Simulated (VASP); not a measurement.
O: single point with PBE+D3(BJ)

Crystal: O.

```
O
1.0
     2.92914   -1.70865    0.00369
     2.92914    1.70865    0.00369
    -2.45458    0.00000    3.61988
O
2
Cartesian
  -0.2449 0.0000 0.5573
  3.6486 0.0000 3.0700
```

```yaml
Program: VASP 6.6.1
Task: single point
Functional: PBE
Dispersion: D3(BJ)
Potentials_or_basis: VASP PAW PBE potentials, release 64 (O)
Cutoff: 520 eV
k_mesh: 10 × 10 × 8
Occupations: gaussian, width 0.02 eV
Spin: collinear spin, ferromagnetic start
Starting_moments: "[0.61, 0.61] μB"
Dipole_correction: no
Further_INCAR_settings: ALGO = Normal; EDIFF = 1e-07; NBANDS = 17
```

```json
{
 "Pressure": "2.3 GPa",
 "Largest force": "1.165 eV/Å",
 "Band gap on the k mesh": "1.39 eV (least direct gap 1.61 eV)",
 "Net moment": "2.00 μB per cell",
 "Site moments": "O +0.81 μB",
 "Valence electrons inside the program's atomic spheres": "O 4.91",
 "Dispersion energy per atom": "-0.043 eV"
}
```

Forces in eV/Å, atoms in the order of the input:
```
O   -0.471  0.000  1.066
O    0.471  0.000 -1.066
```

Stress tensor (GPa, compression positive):
```
 1.26  0.00 -2.24
 0.00  0.27  0.00
-2.24  0.00  5.41
```

Levels at points of the mesh, in eV from the valence-band top:
Spin up:
```
           k point  band 4  band 5  band 6  band 7  band 8  band 9  band 10  band 11
(0.00, 0.00, 0.00)   -6.54   -6.51   -0.45   -0.19    6.88   10.84    14.89    15.72
(0.50, 0.00, 0.00)   -7.05   -6.64   -0.57   -0.16    9.93   10.97    11.37    15.12
(0.50, 0.50, 0.00)   -6.86   -6.84   -0.24    0.00   10.17   10.84    11.70    12.29
(0.00, 0.00, 0.50)   -6.64   -6.61   -0.24   -0.07    7.18    8.59    12.28    17.66
(0.50, 0.00, 0.50)   -6.77   -6.70   -0.76   -0.22    8.63   10.81    12.48    13.48
(0.50, 0.50, 0.50)   -6.88   -6.72   -0.56   -0.28    8.28   10.76    11.96    16.02
```
Spin down:
| k point | band 3 | band 4 | band 5 | band 6 | band 7 | band 8 |
| --- | --- | --- | --- | --- | --- | --- |
| (0.00, 0.00, 0.00) | -6.63 | -4.59 | -4.57 | 1.84 | 2.18 | 7.31 |
| (0.50, 0.00, 0.00) | -6.16 | -5.69 | -4.71 | 1.69 | 2.21 | 10.63 |
| (0.50, 0.50, 0.00) | -5.95 | -5.59 | -4.94 | 2.07 | 2.42 | 11.16 |
| (0.00, 0.00, 0.50) | -5.73 | -4.72 | -4.67 | 2.09 | 2.33 | 7.90 |
| (0.50, 0.00, 0.50) | -5.76 | -5.44 | -4.87 | 1.39 | 2.13 | 9.48 |
| (0.50, 0.50, 0.50) | -5.96 | -5.44 | -4.81 | 1.66 | 2.06 | 9.03 |

Wall time 6.7 min on 1 thread of Intel Xeon 8259CL, with other jobs on the host, peak memory 0.32 GiB.

Caveat: the standard files for N, O and F lose accuracy on very short bonds; the stress differs along the axes, from 0 to 5 GPa; forces of over 1 eV/Å act on the atoms, so gaps and moduli don't describe the material at rest. A k mesh can miss the band edges.
